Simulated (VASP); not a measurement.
# NiGe (Pnma) in VASP: a series of runs

Runs on NiGe. Level: PBEsol. Tasks: single point.

All numbers are computed with VASP 6.6.1; they aren't measurements. Logs are shortened: lines on timing, memory, paths and dates and some standing lists are left out, and cuts for length are marked.

### Step 1. The cell of the first run

It takes space group Pnma (No. 62, orthorhombic). Conventional cell: a = 5.093 Å, b = 3.350 Å, c = 5.408 Å, α = 90.00°, β = 90.00°, γ = 90.00°. Ni (site symmetry m) has 6 Ge at 2.26 to 2.38 Å and 4 Ni at 2.59 to 2.65 Å within 3.0 Å. Ge (site symmetry m) has 6 Ni at 2.26 to 2.38 Å and 4 Ge at 2.68 to 3.06 Å within 3.1 Å.

### Step 2. Single point, PBEsol (11.53 Å³/atom)

Contents of INCAR:

```
PREC = Accurate
ENCUT = 520
EDIFF = 1E-7
ISMEAR = 0
SIGMA = 0.1
LREAL = F
LASPH = T
NELM = 60
ALGO = Normal
ISIF = 2
LWAVE = F
LCHARG = T
GGA = PS
LELF = T
LVHAR = T
NBANDS = 58
```

Contents of KPOINTS:

```
regular mesh
0
Gamma
  8 10 6
```

Contents of POSCAR:

```
NiGe
1.0
    5.0933403147      0.0000000000      0.0000000000
    0.0000000000      3.3498939024      0.0000000000
    0.0000000000      0.0000000000      5.4078509774
Ni Ge
4 4
Direct
    0.9870379925      0.7500000000      0.1820635903
    0.0129620075      0.2500000000      0.8179364097
    0.5129620075      0.2500000000      0.6820635903
    0.4870379925      0.7500000000      0.3179364097
    0.8196867615      0.7500000000      0.5935104239
    0.1803132385      0.2500000000      0.4064895761
    0.6803132385      0.2500000000      0.0935104239
    0.3196867615      0.7500000000      0.9064895761
```

Potentials or basis: VASP PAW PBE potentials, release 64 (Ni, Ge_d).

Started as:

```bash
> cat potpaw_PBE.64/Ni/POTCAR potpaw_PBE.64/Ge_d/POTCAR > POTCAR
> mpirun -np 1 vasp_std > vasp.out
```

OUTCAR:

```text
PREC = Accurate
   ENCUT = 520
   EDIFF = 1E-7
   ISMEAR = 0
   LREAL = F
   LASPH = T
   NELM = 60
   ISIF = 2
   GGA = PS

 ion  position               nearest neighbor table
   1  0.987  0.750  0.182-   8 2.26   6 2.29   6 2.29   7 2.34   7 2.34   5 2.38   2 2.59   2 2.59
                             4 2.65   4 2.65
   2  0.013  0.250  0.818-   7 2.26   5 2.29   5 2.29   8 2.34   8 2.34   6 2.38   1 2.59   1 2.59
                             3 2.65   3 2.65
   3  0.513  0.250  0.682-   6 2.26   8 2.29   8 2.29   5 2.34   5 2.34   7 2.38   4 2.59   4 2.59
                             2 2.65   2 2.65
   4  0.487  0.750  0.318-   5 2.26   7 2.29   7 2.29   6 2.34   6 2.34   8 2.38   3 2.59   3 2.59
                             1 2.65   1 2.65
   5  0.820  0.750  0.594-   4 2.26   2 2.29   2 2.29   3 2.34   3 2.34   1 2.38   6 2.68   6 2.68

   6  0.180  0.250  0.406-   3 2.26   1 2.29   1 2.29   4 2.34   4 2.34   2 2.38   5 2.68   5 2.68

   7  0.680  0.250  0.094-   2 2.26   4 2.29   4 2.29   1 2.34   1 2.34   3 2.38   8 2.68   8 2.68

   8  0.320  0.750  0.906-   1 2.26   3 2.29   3 2.29   2 2.34   2 2.34   4 2.38   7 2.68   7 2.68

  LATTYP: Found a simple orthorhombic cell.
 ALAT       =     3.3498939024
 B/A-ratio  =     1.5204482479
 C/A-ratio  =     1.6143350013

  Lattice vectors:

 A1 = (   0.0000000000,  -3.3498939024,   0.0000000000)
 A2 = (   5.0933403147,   0.0000000000,   0.0000000000)
 A3 = (   0.0000000000,   0.0000000000,   5.4078509774)

Analysis of symmetry for initial positions (statically):
=====================================================================
 Subroutine PRICEL returns:
 Original cell was already a primitive cell.

 Routine SETGRP: Setting up the symmetry group for a
 simple orthorhombic supercell.

 Subroutine GETGRP returns: Found  8 space group operations
 (whereof  2 operations were pure point group operations)
 out of a pool of  8 trial point group operations.

The static configuration has the point symmetry S_2 .
 The point group associated with its full space group is D_2h.

Analysis of symmetry for dynamics (positions and initial velocities):
=====================================================================
 Subroutine PRICEL returns:
 Original cell was already a primitive cell.

 Routine SETGRP: Setting up the symmetry group for a
 simple orthorhombic supercell.

 Subroutine GETGRP returns: Found  8 space group operations
 (whereof  2 operations were pure point group operations)
 out of a pool of  8 trial point group operations.

The dynamic configuration has the point symmetry S_2 .
 The point group associated with its full space group is D_2h.

 Subroutine INISYM returns: Found  8 space group operations
 (whereof  2 operations are pure point group operations),
 and found     1 'primitive' translations

----------------------------------------------------------------------------------------

                                     Primitive cell

  volume of cell :      92.2696

  direct lattice vectors                    reciprocal lattice vectors
     5.093340315  0.000000000  0.000000000     0.196334809  0.000000000  0.000000000
     0.000000000  3.349893902  0.000000000     0.000000000  0.298516917  0.000000000
     0.000000000  0.000000000  5.407850977     0.000000000  0.000000000  0.184916338

  length of vectors
     5.093340315  3.349893902  5.407850977     0.196334809  0.298516917  0.184916338

  position of ions in fractional coordinates (direct lattice)
     0.987037992  0.750000000  0.182063590
     0.012962008  0.250000000  0.817936410
     0.512962008  0.250000000  0.682063590
     0.487037992  0.750000000  0.317936410
     0.819686762  0.750000000  0.593510424
     0.180313238  0.250000000  0.406489576
     0.680313238  0.250000000  0.093510424
     0.319686762  0.750000000  0.906489576

  ion indices of the primitive-cell ions
   primitive index   ion index
                 1           1
                 2           2
                 3           3
                 4           4
                 5           5
                 6           6
                 7           7
                 8           8

----------------------------------------------------------------------------------------

 KPOINTS: regular mesh

Automatic generation of k-mesh.
 Grid dimensions read from file:
 generate k-points for:    8   10    6

 Generating k-lattice:

  Cartesian coordinates                     Fractional coordinates (reciprocal lattice)
     0.024541851  0.000000000  0.000000000     0.125000000  0.000000000  0.000000000
     0.000000000  0.029851692  0.000000000     0.000000000  0.100000000  0.000000000
     0.000000000  0.000000000  0.030819390     0.000000000  0.000000000  0.166666667

  Length of vectors
     0.024541851  0.029851692  0.030819390

  Shift w.r.t. Gamma in fractional coordinates (k-lattice)
     0.000000000  0.000000000  0.000000000

 Subroutine IBZKPT returns following result:
 ===========================================

 Found    120 irreducible k-points:

 Following reciprocal coordinates:
            Coordinates               Weight
  0.000000  0.000000  0.000000      1.000000
  0.125000  0.000000  0.000000      2.000000
  0.250000  0.000000  0.000000      2.000000
  0.375000  0.000000  0.000000      2.000000
  0.500000  0.000000  0.000000      1.000000
  0.000000  0.100000  0.000000      2.000000
[... 16 lines left out ...]
  0.250000  0.400000  0.000000      4.000000
  0.375000  0.400000  0.000000      4.000000
 [... further k-points ...]
   k-points           NKPTS =    120   k-points in BZ     NKDIM =    120   number of bands    NBANDS=     58
   number of dos      NEDOS =    301   number of ions     NIONS =      8
   total plane-waves  NPLWV =  44800
   dimension x,y,z NGX =    40 NGY =   28 NGZ =   40
   dimension x,y,z NGXF=    80 NGYF=   56 NGZF=   80
   ions per type =               4   4
   NGX,Y,Z   is equivalent  to a cutoff of  13.06, 13.90, 12.30 a.u.
   NGXF,Y,Z  is equivalent  to a cutoff of  26.11, 27.79, 24.59 a.u.
 SYSTEM =  unknown system
   PREC   = accura    normal or accurate (medium, high low for compatibility)
   ISTART =      0    job   : 0-new  1-cont  2-samecut
   ICHARG =      2    charge: 1-file 2-atom 10-const
   ISPIN  =      1    spin polarized calculation?
   LNONCOLLINEAR =      F non collinear calculations
   LSORBIT =      F    spin-orbit coupling
   LASPH  =      T    aspherical Exc in radial PAW
   ENCUT  =  520.0 eV  38.22 Ry    6.18 a.u.   9.47  6.23 10.06*2*pi/ulx,y,z
   NELM   =     60;   NELMIN=  2; NELMDL= -5     # of ELM steps
   EDIFF  = 0.1E-06   stopping-criterion for ELM
   LREAL  =      F    real-space projection
   EDIFFG = 0.1E-05   stopping-criterion for IOM
   NSW    =      0    number of steps for IOM
   IBRION =     -1    ionic relax: 0-MD 1-quasi-New 2-CG
   NFREE  =      0    steps in history (QN), initial steepest desc. (CG)
   ISIF   =      2    stress and relaxation
   ISYM   =      2    0-nonsym 1-usesym 2-fastsym
   POTIM  = 0.5000    time-step for ionic-motion
   TEBEG  =    0.0;   TEEND  =   0.0 temperature during run
   PSTRESS=    0.0 pullay stress
   NELECT =      96.0000    total number of electrons
   NUPDOWN=      -1.0000    fix difference up-down
   EMIN   =  10.00;   EMAX   =-10.00  energy-range for DOS
   EFERMI =   0.00;   METHOD = LEGACY
   ISMEAR =     0;   SIGMA  =   0.10  broadening in eV -4-tet -1-fermi 0-gaus
   EFERMI_NEDOS =   21; number of points for ismear=-14 and -15
   IALGO  =     38    algorithm
   IMIX   =      4    mixing-type and parameters
     AMIX     =   0.40;   BMIX     =  1.00
     AMIX_MAG =   1.60;   BMIX_MAG =  1.00
  volume/ion in A,a.u.               =      11.53        77.83
  Fermi-wavevector in a.u.,A,eV,Ry     =   1.658870  3.134810 37.441200  2.751851
  Thomas-Fermi vector in A             =   2.746377
   LORBIT       =      0    0 simple, 1 ext, 2 COOP (PROOUT), +10 PAW based schemes
   GGA     = PS    functional components
   LHFCALC =     F    Hartree Fock is set to
   AEXX    =    0.0000 exact exchange contribution
   IVDW    =     0    specifies the selected vdW correction
   LEPSILON=     F    determine dielectric tensor
   LRPA    =     F    only Hartree local field effects (RPA)
 non-spin polarized calculation
 Gauss-broadening in eV      SIGMA  =   0.10
  energy-cutoff  :      520.00
  volume of cell :       92.27
 maximum number of plane-waves:      2508
 NGX is ok and might be reduce to    40
   NGX = 19   NGY = 13   NGZ = 21

 number of electron      96.0000079 magnetization

 Free energy of the ion-electron system (eV)
  ---------------------------------------------------
  ext. energy  EPLUGINS =         0.00000000
  ---------------------------------------------------
  free energy    TOTEN  =       -46.34617695 eV

  energy without entropy =      -46.33666441  energy(sigma->0) =      -46.34142068

 E-fermi :  10.9583     XC(G=0): -13.5740

 val. band max:       10.9541208061   @ k =   0.3750   0.1000   0.0000
 cond. band min:      10.9920414343   @ k =   0.1250   0.2000   0.3333
 fundamental gap:      0.0379206282
 Fermi energy:        10.9583376958

 k-point     1 :       0.0000    0.0000    0.0000
  band No.  band energies     occupation
      1     -13.8787      2.00000
      2     -13.8544      2.00000
      3     -13.8415      2.00000
      4     -13.8401      2.00000
      5     -13.8244      2.00000
      6     -13.7961      2.00000
[... 50 lines left out ...]
     57      17.7409      0.00000
     58      18.6258      0.00000

 k-point     2 :       0.1250    0.0000    0.0000
  band No.  band energies     occupation
      1     -13.8778      2.00000
      2     -13.8554      2.00000
      3     -13.8404      2.00000
      4     -13.8395      2.00000
      5     -13.8246      2.00000
      6     -13.7952      2.00000
[... 50 lines left out ...]
     57      17.8179      0.00000
     58      18.0330      0.00000
[... 1279 lines left out ...]
     57      16.8505      0.00000
     58      18.6504      0.00000

 k-point    24 :       0.3750    0.4000    0.0000
  band No.  band energies     occupation
      1     -13.8580      2.00000
      2     -13.8555      2.00000
      3     -13.8354      2.00000
      4     -13.8320      2.00000
      5     -13.8116      2.00000
      6     -13.7941      2.00000
[... 50 lines left out ...]
     57      18.0623      0.00000
     58      18.5485      0.00000

 [... further k-points ...]

------------------------ aborting loop because EDIFF is reached ----------------------------------------

  FORCE on cell =-STRESS in cart. coord.  units (eV):
  Direction    XX          YY          ZZ          XY          YZ          ZX
  --------------------------------------------------------------------------------------
  -------------------------------------------------------------------------------------
  Total       15.4849183     15.4778331     15.4638447      0.0000000      0.0000000      0.0000000
  in kB      268.8815717    268.7585429    268.5156470      0.0000000      0.0000000      0.0000000
  external PRESSURE =     268.7185872 kB  Pullay stress =       0.0000000 kB

 VOLUME and BASIS-vectors are now :
 -----------------------------------------------------------------------------
  energy-cutoff  :      520.00
  volume of cell :       92.27
      direct lattice vectors                 reciprocal lattice vectors
     5.093340315  0.000000000  0.000000000     0.196334809  0.000000000  0.000000000
     0.000000000  3.349893902  0.000000000     0.000000000  0.298516917  0.000000000
     0.000000000  0.000000000  5.407850977     0.000000000  0.000000000  0.184916338

 POSITION                                       TOTAL-FORCE (eV/Angst)
 -----------------------------------------------------------------------------------
      5.02732      2.51242      0.98457        -0.004900      0.000000     -0.001679
      0.06602      0.83747      4.42328         0.004900      0.000000      0.001679
      2.61269      0.83747      3.68850         0.004900      0.000000     -0.001679
      2.48065      2.51242      1.71935        -0.004900     -0.000000      0.001679
      4.17494      2.51242      3.20962        -0.005228      0.000000      0.013252
      0.91840      0.83747      2.19824         0.005228     -0.000000     -0.013252
      3.46507      0.83747      0.50569         0.005228     -0.000000      0.013252
      1.62827      2.51242      4.90216        -0.005228     -0.000000     -0.013252
 -----------------------------------------------------------------------------------
    total drift:                                0.000000     -0.000000     -0.000000

  FREE ENERGIE OF THE ION-ELECTRON SYSTEM (eV)
  ---------------------------------------------------
  free  energy   TOTEN  =       -46.3461769474 eV

  energy  without entropy=      -46.3366644123  energy(sigma->0) =      -46.34142068
```

It took 4.5 min on 1 thread of Intel Xeon 6975P-C (Granite Rapids), shared host; peak memory 0.54 GiB.

What came out:

| Item | Value |
| --- | --- |
| Free energy | -46.3462 eV |
| Pressure | 26.9 GPa |
| Largest force | 0.014 eV/Å |
| Band gap on the k mesh | zero (bands 48 and 49 overlap by 1.76 eV) |

Forces in eV/Å, atoms in the order of the input:
```
Ni  -0.005  0.000 -0.002
Ni   0.005  0.000  0.002
Ni   0.005  0.000 -0.002
Ni  -0.005  0.000  0.002
Ge  -0.005  0.000  0.013
Ge   0.005  0.000 -0.013
Ge   0.005  0.000  0.013
Ge  -0.005  0.000 -0.013
```

Levels at points of the mesh, in eV from the Fermi level:
| k point | band 44 | band 45 | band 46 | band 47 | band 48 | band 49 | band 50 | band 51 | band 52 | band 53 |
| --- | --- | --- | --- | --- | --- | --- | --- | --- | --- | --- |
| (0.00, 0.00, 0.00) | -2.05 | -1.61 | -1.58 | -1.18 | -0.91 | 0.83 | 1.08 | 4.14 | 4.30 | 4.52 |
| (0.50, 0.00, 0.00) | -1.98 | -1.84 | -1.84 | 0.97 | 0.97 | 1.22 | 1.22 | 3.61 | 3.61 | 5.05 |
| (0.00, 0.50, 0.00) | -2.10 | -2.02 | -2.02 | -1.34 | -1.34 | -0.58 | -0.58 | 2.42 | 2.42 | 2.56 |
| (0.50, 0.50, 0.00) | -2.20 | -1.71 | -1.71 | -1.71 | -1.71 | 0.61 | 0.61 | 0.61 | 0.61 | 4.65 |
| (0.00, 0.00, 0.50) | -2.08 | -1.35 | -1.35 | -0.08 | -0.08 | 0.97 | 0.97 | 3.23 | 3.23 | 4.94 |
| (0.50, 0.00, 0.50) | -2.01 | -0.91 | -0.91 | 0.79 | 0.79 | 2.68 | 2.68 | 2.91 | 2.91 | 3.17 |
| (0.00, 0.50, 0.50) | -2.09 | -1.96 | -1.96 | -1.70 | -1.70 | 0.44 | 0.44 | 1.04 | 1.04 | 2.93 |
| (0.50, 0.50, 0.50) | -2.25 | -1.89 | -1.89 | -1.89 | -1.89 | 3.13 | 3.13 | 3.13 | 3.13 | 3.82 |

Caveat: the cell stands under pressure; the PAW data sets were made with another functional, which shifts forces and pressure a little.

(Continued in part 2 of 2.)

The gap in the log of VASP goes by the Fermi energy; the results here count the filled bands.